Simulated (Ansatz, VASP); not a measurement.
# TaAs: VASP beside Ansatz

Contents of INCAR:

```
PREC = Accurate
ENCUT = 600
EDIFF = 1E-6
ISMEAR = 0
SIGMA = 0.1
LREAL = F
LASPH = T
NELM = 100
ALGO = Normal
ISIF = 3
LWAVE = F
LCHARG = F
GGA = PE
IBRION = 2
NSW = 80
EDIFFG = -0.01
```

The input KPOINTS:

```
Automatic mesh
0
Gamma
  6 6 10
```

File POSCAR:

```
TaAs
1.0
    6.2459389480      0.0000000000      0.0000000000
   -3.1229694740      5.4091417994      0.0000000000
    0.0000000000      0.0000000000      3.5946897404
Ta As
3 3
Direct
    0.0000000000      0.0000000000      0.0000000000
    0.3333333333      0.6666666667      0.5000000000
    0.6666666667      0.3333333333      0.5000000000
    0.5000000000      0.0000000000      0.0000000000
    0.5000000000      0.5000000000      0.0000000000
    0.0000000000      0.5000000000      0.0000000000
```

Input for Ansatz:

```yaml
crystal:
  lattice:
    - [6.245938948, 0.0, 0.0]
    - [-3.122969474, 5.4091417994, 0.0]
    - [0.0, 0.0, 3.5946897404]
  atoms:
    - { symbol: Ta, position: [0.0, 0.0, 0.0] }
    - { symbol: Ta, position: [0.3333333333, 0.6666666667, 0.5] }
    - { symbol: Ta, position: [0.6666666667, 0.3333333333, 0.5] }
    - { symbol: As, position: [0.5, 0.0, 0.0] }
    - { symbol: As, position: [0.5, 0.5, 0.0] }
    - { symbol: As, position: [0.0, 0.5, 0.0] }
basis:
  ecutwfc: 420
kpoints:
  mp_grid: { grid: [6, 6, 10] }
hamiltonian:
  xc: pbe
scf:
  occupations: { method: gaussian, width: 0.1 }
output:
  forces: true
  stress: true
  eigenvalues: true
relax:
  adjacent_minimum: "off"
  f_tol: 0.01
  max_steps: 60
  cell: { stress_tol: 0.1 }
```

Alike in both runs: task relaxation of cell and atoms; functional PBE; k mesh 6 × 6 × 10; occupations gaussian, width 0.1 eV; no spin polarisation.

|  | VASP | Ansatz |
| --- | --- | --- |
| version | VASP 6.6.1 | Ansatz 0.2.0 |
| potentials or method | VASP PAW PBE potentials, release 64 (Ta_pv, As), cutoff 600 eV | scalar-relativistic, plane waves, PAW |
| valence electrons in the cell | 48 | 84 |

Ansatz gave:

| Property | Result |
| --- | --- |
| gap on the k mesh at the Fermi level, each at its own relaxed structure (eV) | none |
| relaxed volume (Å³/atom) | 20.24 |
| relaxed cell length with the largest relative difference (Å) | 3.595 |

Question: Which values does VASP return?

Answer: gap on the k mesh at the Fermi level, each at its own relaxed structure (eV): none; relaxed volume (Å³/atom): 20.28; relaxed cell length with the largest relative difference (Å): 3.609.

A gap of «none» marks a metal or a gap that the smearing closes. VASP's potentials hold 48 valence electrons a cell and Ansatz's 84, so a difference there can come from the potentials and not from the codes.

Spin-orbit coupling is off throughout.
